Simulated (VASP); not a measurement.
Runs of VASP 6.6.1 on Dy3Br. The structure is that of space group P6/mmm (No. 191), or close to it. The cells are those of the table. The cell was generated, and may not be a known phase.

```csv
task,cell,k mesh,gap on the mesh (eV),pressure (GPa),relaxed volume (Å³/atom)
relaxation of cell and atoms,"relaxed from a = 5.371, b = 5.371, c = 5.245 Å, angles 90.0, 90.0, 120.0°, 4 atoms",12 × 12 × 10,none,0.0,33.18
single point,"a = 5.389, b = 5.389, c = 5.251 Å, angles 90.0, 90.0, 120.0°, 4 atoms",12 × 12 × 10,none,0.2,-
single point,"a = 5.371, b = 5.371, c = 5.245 Å, angles 90.0, 90.0, 120.0°, 4 atoms",6 × 6 × 4,none,0.2,-
relaxation of cell and atoms,"relaxed from a = 5.135, b = 5.135, c = 4.754 Å, angles 90.0, 90.0, 120.0°, 4 atoms",6 × 6 × 4,none,-0.1,(a)
single point,"a = 5.135, b = 5.135, c = 4.754 Å, angles 90.0, 90.0, 120.0°, 4 atoms",6 × 6 × 4,none,13.7,-
```

Alike in all rows: level PBE; potentials or basis VASP PAW PBE potentials, release 64 (Dy_3, Br), 4f in core; no spin polarisation; cutoff (eV) 500; smearing gaussian 0.1 eV.

Task: Estimate the missing entries.

Result: (a) 33.05.

Caveats: spin-orbit coupling is left out, which moves the levels of the heavy elements; the 4f electrons are frozen in the core, so they carry no moment and show no levels; the run has no spin polarisation, though such a crystal can be magnetic; the volume moved by over 15 % at a fixed basis, so the end points are rough (at least some runs); the stress differs along the axes, from 6 to 28 GPa (at least some runs).

A k mesh can miss the band edges, and the runs leave out spin-orbit coupling on Br, Dy.

A gap of «none» marks levels without a gap at the run's occupations.
